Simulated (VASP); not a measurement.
Wanted: the native input for a VASP 6.6.1 run.

* Task: single point
* Functional: PBE
* Potentials or basis: VASP PAW PBE potentials, release 64 (Sr_sv, O)
* Cutoff: 520 eV
* k mesh: 9 × 9 × 9
* Occupations: fermi-dirac, width 0.05 eV
* Spin: no spin polarisation
* Dipole correction: no
* Further INCAR settings: ALGO = Normal; EDIFF = 1e-06; NBANDS = 15

The structure of SrO lies in POSCAR:

```
SrO
1.0
    0.0000000000      2.5832958595      2.5832958595
    2.5832958595      0.0000000000      2.5832958595
    2.5832958595      2.5832958595      0.0000000000
Sr O
1 1
Direct
    0.5000000000      0.5000000000      0.5000000000
    0.0000000000      0.0000000000      0.0000000000
```

This cell differs from its parent crystal: volume scaled by 1.02.

These files were run (other wordings do the same):

INCAR

```
PREC = Accurate
ENCUT = 520
EDIFF = 1E-6
ISMEAR = -1
SIGMA = 0.05
LREAL = F
LASPH = T
NELM = 100
ALGO = Normal
ISIF = 2
LWAVE = F
LCHARG = F
GGA = PE
NBANDS = 15
```

KPOINTS

```
regular mesh
0
Gamma
  9 9 9
```

Potentials or basis: VASP PAW PBE potentials, release 64 (Sr_sv, O).

The run is started by

```bash
$ cat potpaw_PBE.64/Sr_sv/POTCAR potpaw_PBE.64/O/POTCAR > POTCAR
$ mpirun -np 1 vasp_std > vasp.out
```

It gave:

* Pressure: 2.0 GPa
* Band gap on the k mesh: 3.33 eV, indirect (least direct gap 3.43 eV)

Wall time 18 s on 1 thread of Intel(R) Xeon(R) Platinum 8259CL CPU @ 2.50GHz (Skylake/Cascade Lake) (shared host), peak memory 0.16 GiB.
